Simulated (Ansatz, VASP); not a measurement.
## One calculation of TaS2, two programs

```
CELL_PARAMETERS angstrom
3.35000 0.00000 0.00000
-1.67500 2.90119 0.00000
0.00000 0.00000 6.03580
ATOMIC_POSITIONS crystal
Ta 0.00000 0.00000 0.00000
S 0.33333 0.66667 0.25000
S 0.66667 0.33333 0.75000
```

Change from the starting cell: zz strain of +3 %, PAW files.

Alike in both runs: task electric field gradients; functional PBE; k mesh 9 × 9 × 5; occupations fermi-dirac, width 0.03 eV; no spin polarisation.

```csv
,VASP,Ansatz
version,VASP 6.6.1,Ansatz 0.2.0
potentials or method,"VASP PAW PBE potentials, release 64 (Ta_pv, S)","PAW with Ansatz's default frozen-core files, scalar-relativistic"
plane-wave cutoff (eV),400,420
valence electrons in the cell,23,25
```

VASP gave:

```
pressure (GPa)                                                : 4.7
traceless stress, the component that is largest in VASP (GPa) : 1.31
rms of the force components (eV/Å)                            : 0.255
size of Vzz on the site where it differs most (V/Å²)          : 135.1
```

Which values does Ansatz return?

Pressure (GPa): 4.7; traceless stress, the component that is largest in VASP (GPa): 1.27; rms of the force components (eV/Å): 0.251; size of Vzz on the site where it differs most (V/Å²): 169.9.

Atom by atom the forces differ by 0.004 eV/Å (rms over components). VASP's potentials hold 23 valence electrons a cell and Ansatz's 25, so a difference there can come from the potentials and not from the codes.

Spin-orbit coupling is off throughout.
